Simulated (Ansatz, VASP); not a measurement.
Two plane-wave programs on TaN

File INCAR:

```
SYSTEM = TaN
PREC = Accurate ; ENCUT = 520
EDIFF = 1E-6 ; ISMEAR = -1
SIGMA = 0.05 ; LREAL = .False.
LASPH = .True. ; NELM = 100
ALGO = Normal ; ISIF = 2
LWAVE = .False. ; LCHARG = .False.
GGA = PE ; NBANDS = 33
```

Contents of KPOINTS:

```
Automatic mesh
0
Gamma
  5 5 8
  0 0 0
```

POSCAR

```
TaN
1.0
    5.1850002000      0.0000000000      0.0000000000
   -2.5925001000      4.4903418900      0.0000000000
    0.0000000000      0.0000000000      2.9080005300
Ta N
3 3
Direct
    0.0000000000      0.0000000000      0.0000000000
    0.3333333333      0.6666666667      0.5000000000
    0.6666666667      0.3333333333      0.5000000000
    0.5000000000      0.0000000000      0.0000000000
    0.5000000000      0.5000000000      0.0000000000
    0.0000000000      0.5000000000      0.0000000000
```

File input.yaml:

```yaml
crystal:
  lattice:
    - [5.1850002, 0.0, 0.0]
    - [-2.5925001, 4.49034189, 0.0]
    - [0.0, 0.0, 2.90800053]
  atoms:
    - { symbol: Ta, position: [0.0, 0.0, 0.0] }
    - { symbol: Ta, position: [0.3333333333, 0.6666666667, 0.5] }
    - { symbol: Ta, position: [0.6666666667, 0.3333333333, 0.5] }
    - { symbol: "N", position: [0.5, 0.0, 0.0] }
    - { symbol: "N", position: [0.5, 0.5, 0.0] }
    - { symbol: "N", position: [0.0, 0.5, 0.0] }
hamiltonian:
  xc: pbe
  pseudopotentials: { kind: paw }
kpoints:
  mp_grid: { grid: [5, 5, 8] }
scf:
  occupations: { method: fermi_dirac, width: 0.05 }
output:
  forces: true
  stress: true
  eigenvalues: true
  write_density: true
  write_potential: true
  elf: true
  volumetric_format: npy
```

Alike in both runs: task single point; functional PBE; k mesh 5 × 5 × 8; occupations fermi-dirac, width 0.05 eV; no spin polarisation.

|  | VASP | Ansatz |
| --- | --- | --- |
| version | VASP 6.6.1 | Ansatz 0.2.0 |
| potentials or method | VASP PAW PBE potentials, release 64 (Ta_pv, N) | Ansatz PAW |
| plane-wave cutoff (eV) | 520 | 420 |
| valence electrons in the cell | 48 | 54 |

VASP gave:

```
gap on the k mesh at the Fermi level (eV)                     : none
pressure (GPa)                                                : 11.2
traceless stress, the component that is largest in VASP (GPa) : 0.65
```

**Question.** Estimate Ansatz's values.

**Answer.** gap on the k mesh at the Fermi level (eV): none; pressure (GPa): 10.3; traceless stress, the component that is largest in VASP (GPa): 0.47.

A gap of «none» marks a metal or a gap that the smearing closes. VASP's potentials hold 48 valence electrons a cell and Ansatz's 54, so a difference there can come from the potentials and not from the codes.

Neither program's run includes spin-orbit coupling.
